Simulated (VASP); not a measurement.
Set up this calculation in VASP 6.6.1, as the native input.

| Item | Value |
| --- | --- |
| Task | single point |
| Functional | PBEsol |
| Potentials or basis | VASP PAW PBE potentials, release 64 (C) |
| Cutoff | 520 eV |
| k mesh | 18 × 18 × 6 |
| Occupations | gaussian, width 0.15 eV |
| Spin | no spin polarisation |
| Dipole correction | no |
| Further INCAR settings | ALGO = Normal; EDIFF = 1e-06; NBANDS = 16 |

The structure of C lies in POSCAR:

```
C
1.0
    1.2868910834     -2.1786926318      0.0000000000
    1.2868910834      2.1786926318      0.0000000000
    0.0000000000      0.0000000000      7.3778182888
C
4
Direct
    0.0833216498      0.9166783502      0.7498439858
    0.5833216498      0.4166783502      0.2501560142
    0.9166783502      0.0833216498      0.2501560142
    0.4166783502      0.5833216498      0.7498439858
```

This cell differs from its parent crystal: normal strain along x +0.0467, normal strain along y +0.0233.

These files were run (other wordings do the same):

INCAR

```
ALGO = Normal
EDIFF = 1E-6
ENCUT = 520
GGA = PS
ISIF = 2
ISMEAR = 0
LASPH = True
LCHARG = True
LELF = True
LREAL = False
LVHAR = True
LWAVE = False
NBANDS = 16
NELM = 80
PREC = Accurate
SIGMA = 0.15
```

KPOINTS

```
k-points
0
Gamma
  18 18 6
```

Potentials or basis: VASP PAW PBE potentials, release 64 (C).

Launch:

```sh
$ cat potpaw_PBE.64/C/POTCAR > POTCAR
$ mpirun -np 1 vasp_std > vasp.out
```

It gave:

The pressure is -22.0 GPa and the largest force is 0.110 eV/Å.

Caveat: the cell differs from its parent crystal (normal strain along x +0.0467, normal strain along y +0.0233); the stress differs along the axes, from -41 to -0 GPa; this functional lacks dispersion, which binds layers or chains, so the pressure and a relaxed spacing across them are unreliable; the PAW data sets were made with another functional, which shifts forces and pressure a little.

Wall time 4.5 min on 1 thread of Intel Xeon 8259CL (shared host), peak memory 0.28 GiB.
